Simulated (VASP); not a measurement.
# VSi2 (P6_422) in VASP: further runs

VSi2 is run at these levels: PBEsol; tasks: single point.

All numbers are computed with VASP 6.6.1; they aren't measurements. Logs are shortened: lines on timing, memory, paths and dates and some standing lists are left out, and cuts for length are marked.

**1. The cell of the first run**

It takes space group P6_422 (No. 181, hexagonal). Conventional cell: a = 4.321 Å, b = 4.321 Å, c = 6.094 Å, α = 90.00°, β = 90.00°, γ = 120.00°. V (site symmetry 222) has 10 Si at 2.39 to 2.51 Å and 4 V at 2.97 Å within 3.2 Å. Si (site symmetry 2) has 9 Si at 2.37 to 2.99 Å and 5 V at 2.39 to 2.51 Å within 3.1 Å.

**2. Single point, PBEsol (10.95 Å³/atom)**

INCAR

```
PREC = Accurate
ENCUT = 520
EDIFF = 1E-6
ISMEAR = 0
SIGMA = 0.1
LREAL = False
LASPH = True
NELM = 100
ALGO = Normal
ISIF = 2
LWAVE = False
LCHARG = False
GGA = PS
NBANDS = 42
```

KPOINTS

```
Automatic mesh
0
Gamma
  12 12 6
```

POSCAR

```
VSi2
1.0
    4.3207714539      0.0000000000      0.0000000000
   -2.1603857270      3.7418978431      0.0000000000
    0.0000000000      0.0000000000      6.0937965121
V Si
3 6
Direct
    0.5000000000      0.0000000000      0.0000000000
    0.5000000000      0.5000000000      0.6666666667
    0.0000000000      0.5000000000      0.3333333333
    0.1639510410      0.3279020819      0.0000000000
    0.8360489590      0.1639510410      0.6666666667
    0.6720979181      0.8360489590      0.3333333333
    0.8360489590      0.6720979181      0.0000000000
    0.1639510410      0.8360489590      0.6666666667
    0.3279020819      0.1639510410      0.3333333333
```

Potentials or basis: VASP PAW PBE potentials, release 64 (V_sv, Si).

Launch:

```bash
$ cat potpaw_PBE.64/V_sv/POTCAR potpaw_PBE.64/Si/POTCAR > POTCAR
$ mpirun -np 1 vasp_std > vasp.out
```

OUTCAR:

```text
PREC = Accurate
   ENCUT = 520
   EDIFF = 1E-6
   ISMEAR = 0
   LREAL = False
   LASPH = True
   NELM = 100
   ISIF = 2
   GGA = PS

 ion  position               nearest neighbor table
   1  0.500  0.000  0.000-   5 2.39   8 2.39   6 2.39   9 2.39   4 2.48   7 2.48   4 2.48   7 2.48
                             4 2.51   7 2.51
   2  0.500  0.500  0.667-   4 2.39   7 2.39   6 2.39   9 2.39   8 2.48   5 2.48   8 2.48   5 2.48
                             8 2.51   5 2.51
   3  0.000  0.500  0.333-   4 2.39   7 2.39   5 2.39   8 2.39   6 2.48   9 2.48   9 2.48   6 2.48
                             6 2.51   9 2.51
   4  0.164  0.328  0.000-   9 2.37   5 2.37   2 2.39   3 2.39   7 2.45   1 2.48   1 2.48   1 2.51
                             7 2.52   7 2.52   6 2.94   8 2.94   6 2.99   8 2.99
   5  0.836  0.164  0.667-   4 2.37   6 2.37   1 2.39   3 2.39   8 2.45   2 2.48   2 2.48   2 2.51
                             8 2.52   8 2.52   7 2.94   9 2.94   7 2.99   9 2.99
   6  0.672  0.836  0.333-   7 2.37   5 2.37   1 2.39   2 2.39   9 2.45   3 2.48   3 2.48   3 2.51
                             9 2.52   9 2.52   4 2.94   8 2.94   4 2.99   8 2.99
   7  0.836  0.672  0.000-   6 2.37   8 2.37   2 2.39   3 2.39   4 2.45   1 2.48   1 2.48   1 2.51
                             4 2.52   4 2.52   9 2.94   5 2.94   9 2.99   5 2.99
   8  0.164  0.836  0.667-   7 2.37   9 2.37   1 2.39   3 2.39   5 2.45   2 2.48   2 2.48   2 2.51
                             5 2.52   5 2.52   4 2.94   6 2.94   4 2.99   6 2.99
   9  0.328  0.164  0.333-   4 2.37   8 2.37   1 2.39   2 2.39   6 2.45   3 2.48   3 2.48   3 2.51
                             6 2.52   6 2.52   7 2.94   5 2.94   7 2.99   5 2.99

  LATTYP: Found a hexagonal cell.
 ALAT       =     4.3207714539
 C/A-ratio  =     1.4103491881

  Lattice vectors:

 A1 = (   4.3207714539,   0.0000000000,   0.0000000000)
 A2 = (  -2.1603857270,   3.7418978431,   0.0000000000)
 A3 = (   0.0000000000,   0.0000000000,   6.0937965121)

Analysis of symmetry for initial positions (statically):
=====================================================================
 Subroutine PRICEL returns:
 Original cell was already a primitive cell.

 Routine SETGRP: Setting up the symmetry group for a
 hexagonal supercell.

 Subroutine GETGRP returns: Found 12 space group operations
 (whereof  4 operations were pure point group operations)
 out of a pool of 24 trial point group operations.

The static configuration has the point symmetry D_2 .
 The point group associated with its full space group is D_6 .

Analysis of symmetry for dynamics (positions and initial velocities):
=====================================================================
 Subroutine PRICEL returns:
 Original cell was already a primitive cell.

 Routine SETGRP: Setting up the symmetry group for a
 hexagonal supercell.

 Subroutine GETGRP returns: Found 12 space group operations
 (whereof  4 operations were pure point group operations)
 out of a pool of 24 trial point group operations.

The dynamic configuration has the point symmetry D_2 .
 The point group associated with its full space group is D_6 .

 Subroutine INISYM returns: Found 12 space group operations
 (whereof  4 operations are pure point group operations),
 and found     1 'primitive' translations

----------------------------------------------------------------------------------------

                                     Primitive cell

  volume of cell :      98.5238

  direct lattice vectors                    reciprocal lattice vectors
     4.320771454  0.000000000  0.000000000     0.231440152  0.133622034  0.000000000
    -2.160385727  3.741897843  0.000000000     0.000000000  0.267244068  0.000000000
     0.000000000  0.000000000  6.093796512     0.000000000  0.000000000  0.164101312

  length of vectors
     4.320771454  4.320771454  6.093796512     0.267244068  0.267244068  0.164101312

  position of ions in fractional coordinates (direct lattice)
     0.500000000  0.000000000  0.000000000
     0.500000000  0.500000000  0.666666667
     0.000000000  0.500000000  0.333333333
     0.163951041  0.327902082  0.000000000
     0.836048959  0.163951041  0.666666667
     0.672097918  0.836048959  0.333333333
     0.836048959  0.672097918  0.000000000
     0.163951041  0.836048959  0.666666667
     0.327902082  0.163951041  0.333333333

  ion indices of the primitive-cell ions
   primitive index   ion index
                 1           1
                 2           2
                 3           3
                 4           4
                 5           5
                 6           6
                 7           7
                 8           8
                 9           9

----------------------------------------------------------------------------------------

 KPOINTS: Automatic mesh

Automatic generation of k-mesh.
 Grid dimensions read from file:
 generate k-points for:   12   12    6

 Generating k-lattice:

  Cartesian coordinates                     Fractional coordinates (reciprocal lattice)
     0.019286679  0.011135169  0.000000000     0.083333333  0.000000000  0.000000000
     0.000000000  0.022270339  0.000000000     0.000000000  0.083333333  0.000000000
     0.000000000  0.000000000  0.027350219     0.000000000  0.000000000  0.166666667

  Length of vectors
     0.022270339  0.022270339  0.027350219

  Shift w.r.t. Gamma in fractional coordinates (k-lattice)
     0.000000000  0.000000000  0.000000000

 Subroutine IBZKPT returns following result:
 ===========================================

 Found     76 irreducible k-points:

 Following reciprocal coordinates:
            Coordinates               Weight
  0.000000  0.000000  0.000000      1.000000
  0.083333  0.000000  0.000000      6.000000
  0.166667  0.000000  0.000000      6.000000
  0.250000 -0.000000  0.000000      6.000000
  0.333333  0.000000  0.000000      6.000000
  0.416667  0.000000  0.000000      6.000000
[... 16 lines left out ...]
  0.250000 -0.000000  0.166667     12.000000
  0.333333  0.000000  0.166667     12.000000
 [... further k-points ...]
   k-points           NKPTS =     76   k-points in BZ     NKDIM =     76   number of bands    NBANDS=     42
   number of dos      NEDOS =    301   number of ions     NIONS =      9
   total plane-waves  NPLWV =  49152
   dimension x,y,z NGX =    32 NGY =   32 NGZ =   48
   dimension x,y,z NGXF=    64 NGYF=   64 NGZF=   96
   ions per type =               3   6
   NGX,Y,Z   is equivalent  to a cutoff of  12.31, 12.31, 13.09 a.u.
   NGXF,Y,Z  is equivalent  to a cutoff of  24.62, 24.62, 26.19 a.u.
 SYSTEM =  unknown system
   PREC   = accura    normal or accurate (medium, high low for compatibility)
   ISTART =      0    job   : 0-new  1-cont  2-samecut
   ICHARG =      2    charge: 1-file 2-atom 10-const
   ISPIN  =      1    spin polarized calculation?
   LNONCOLLINEAR =      F non collinear calculations
   LSORBIT =      F    spin-orbit coupling
   LASPH  =      T    aspherical Exc in radial PAW
   ENCUT  =  520.0 eV  38.22 Ry    6.18 a.u.   8.03  8.03 11.33*2*pi/ulx,y,z
   NELM   =    100;   NELMIN=  2; NELMDL= -5     # of ELM steps
   EDIFF  = 0.1E-05   stopping-criterion for ELM
   LREAL  =      F    real-space projection
   EDIFFG = 0.1E-04   stopping-criterion for IOM
   NSW    =      0    number of steps for IOM
   IBRION =     -1    ionic relax: 0-MD 1-quasi-New 2-CG
   NFREE  =      0    steps in history (QN), initial steepest desc. (CG)
   ISIF   =      2    stress and relaxation
   ISYM   =      2    0-nonsym 1-usesym 2-fastsym
   POTIM  = 0.5000    time-step for ionic-motion
   TEBEG  =    0.0;   TEEND  =   0.0 temperature during run
   PSTRESS=    0.0 pullay stress
   NELECT =      63.0000    total number of electrons
   NUPDOWN=      -1.0000    fix difference up-down
   EMIN   =  10.00;   EMAX   =-10.00  energy-range for DOS
   EFERMI =   0.00;   METHOD = LEGACY
   ISMEAR =     0;   SIGMA  =   0.10  broadening in eV -4-tet -1-fermi 0-gaus
   EFERMI_NEDOS =   21; number of points for ismear=-14 and -15
   IALGO  =     38    algorithm
   IMIX   =      4    mixing-type and parameters
     AMIX     =   0.40;   BMIX     =  1.00
     AMIX_MAG =   1.60;   BMIX_MAG =  1.00
  volume/ion in A,a.u.               =      10.95        73.87
  Fermi-wavevector in a.u.,A,eV,Ry     =   1.410397  2.665263 27.064967  1.989219
  Thomas-Fermi vector in A             =   2.532355
   LORBIT       =      0    0 simple, 1 ext, 2 COOP (PROOUT), +10 PAW based schemes
   GGA     = PS    functional components
   LHFCALC =     F    Hartree Fock is set to
   AEXX    =    0.0000 exact exchange contribution
   IVDW    =     0    specifies the selected vdW correction
   LEPSILON=     F    determine dielectric tensor
   LRPA    =     F    only Hartree local field effects (RPA)
 non-spin polarized calculation
 Gauss-broadening in eV      SIGMA  =   0.10
  energy-cutoff  :      520.00
  volume of cell :       98.52
 maximum number of plane-waves:      2676
   NGX = 17   NGY = 17   NGZ = 23

 number of electron      63.0000004 magnetization

 Free energy of the ion-electron system (eV)
  ---------------------------------------------------
  ext. energy  EPLUGINS =         0.00000000
  ---------------------------------------------------
  free energy    TOTEN  =       -67.52041502 eV

  energy without entropy =      -67.49086547  energy(sigma->0) =      -67.50564025

 E-fermi :  13.3119     XC(G=0): -13.0016

 val. band max:       13.3077070421   @ k =   0.3333   0.0833   0.0000
 cond. band min:      13.3130523279   @ k =   0.1667   0.1667   0.0000
 fundamental gap:      0.0053452858
 Fermi energy:        13.3119400563

 k-point     1 :       0.0000    0.0000    0.0000
  band No.  band energies     occupation
      1     -50.0773      2.00000
      2     -50.0457      2.00000
      3     -50.0457      2.00000
      4     -24.2609      2.00000
      5     -24.2609      2.00000
      6     -24.2069      2.00000
[... 34 lines left out ...]
     41      17.1612      0.00000
     42      17.3556      0.00000
[... 994 lines left out ...]
      2     -50.0542      2.00000
      3     -50.0442      2.00000
      4     -24.2872      2.00000
      5     -24.2615      2.00000
      6     -24.1845      2.00000
[... 34 lines left out ...]
     41      17.2452      0.00000
     42      17.5174      0.00000

 [... further k-points ...]

------------------------ aborting loop because EDIFF is reached ----------------------------------------

  FORCE on cell =-STRESS in cart. coord.  units (eV):
  Direction    XX          YY          ZZ          XY          YZ          ZX
  --------------------------------------------------------------------------------------
  -------------------------------------------------------------------------------------
  Total       19.5482547     19.5482547     19.5946167     -0.0000000      0.0000000      0.0000000
  in kB      317.8903922    317.8903923    318.6443230     -0.0000000      0.0000000      0.0000000
  external PRESSURE =     318.1417025 kB  Pullay stress =       0.0000000 kB

 VOLUME and BASIS-vectors are now :
 -----------------------------------------------------------------------------
  energy-cutoff  :      520.00
  volume of cell :       98.52
      direct lattice vectors                 reciprocal lattice vectors
     4.320771454  0.000000000  0.000000000     0.231440152  0.133622034  0.000000000
    -2.160385727  3.741897843  0.000000000     0.000000000  0.267244068  0.000000000
     0.000000000  0.000000000  6.093796512     0.000000000  0.000000000  0.164101312

 POSITION                                       TOTAL-FORCE (eV/Angst)
 -----------------------------------------------------------------------------------
      2.16039      0.00000      0.00000        -0.000000      0.000000      0.000000
      1.08019      1.87095      4.06253        -0.000000      0.000000      0.000000
     -1.08019      1.87095      2.03127        -0.000000      0.000000     -0.000000
      0.00000      1.22698      0.00000        -0.000000      0.002627      0.000000
      3.25818      0.61349      4.06253        -0.002275      0.001314      0.000000
      1.09779      3.12841      2.03127        -0.002275     -0.001314      0.000000
      2.16039      2.51492      0.00000         0.000000     -0.002627      0.000000
     -1.09779      3.12841      4.06253         0.002275     -0.001314      0.000000
      1.06259      0.61349      2.03127         0.002275      0.001314      0.000000
 -----------------------------------------------------------------------------------
    total drift:                                0.000000     -0.000000     -0.000001

  FREE ENERGIE OF THE ION-ELECTRON SYSTEM (eV)
  ---------------------------------------------------
  free  energy   TOTEN  =       -67.5204150227 eV

  energy  without entropy=      -67.4908654693  energy(sigma->0) =      -67.50564025
```

Run time: 1.8 min. Hardware: 1 thread of Intel Xeon 6975P-C (Granite Rapids), shared host; peak memory 0.37 GiB.

Results:

```
Free energy            : -67.5204 eV
Pressure               : 31.8 GPa
Band gap on the k mesh : zero (an odd number of electrons rules out a gap without spin polarisation)
```

Forces on the atoms (eV/Å):
```
V    0.000  0.000  0.000
V    0.000  0.000  0.000
V    0.000  0.000  0.000
Si   0.000  0.003  0.000
Si  -0.002  0.001  0.000
Si  -0.002 -0.001  0.000
Si   0.000 -0.003  0.000
Si   0.002 -0.001  0.000
Si   0.002  0.001  0.000
```

Levels at points of the mesh, in eV from the Fermi level:
| k point | band 28 | band 29 | band 30 | band 31 | band 32 | band 33 | band 34 | band 35 |
| --- | --- | --- | --- | --- | --- | --- | --- | --- |
| (0.00, 0.00, 0.00) | -2.29 | -2.19 | -2.16 | -2.16 | -1.89 | 0.32 | 2.63 | 3.00 |
| (0.50, 0.00, 0.00) | -1.62 | -0.85 | -0.78 | -0.22 | 0.09 | 0.45 | 1.23 | 1.72 |
| (0.00, 0.00, 0.50) | -2.07 | -2.05 | -2.05 | -2.00 | 0.59 | 0.59 | 2.71 | 3.04 |
| (0.50, 0.00, 0.50) | -1.65 | -1.65 | -1.34 | -0.56 | 0.01 | 0.99 | 1.60 | 2.15 |

Caveat: the cell stands under pressure; the PAW data sets were made with another functional, which shifts forces and pressure a little.

[end of part 1 of 2]
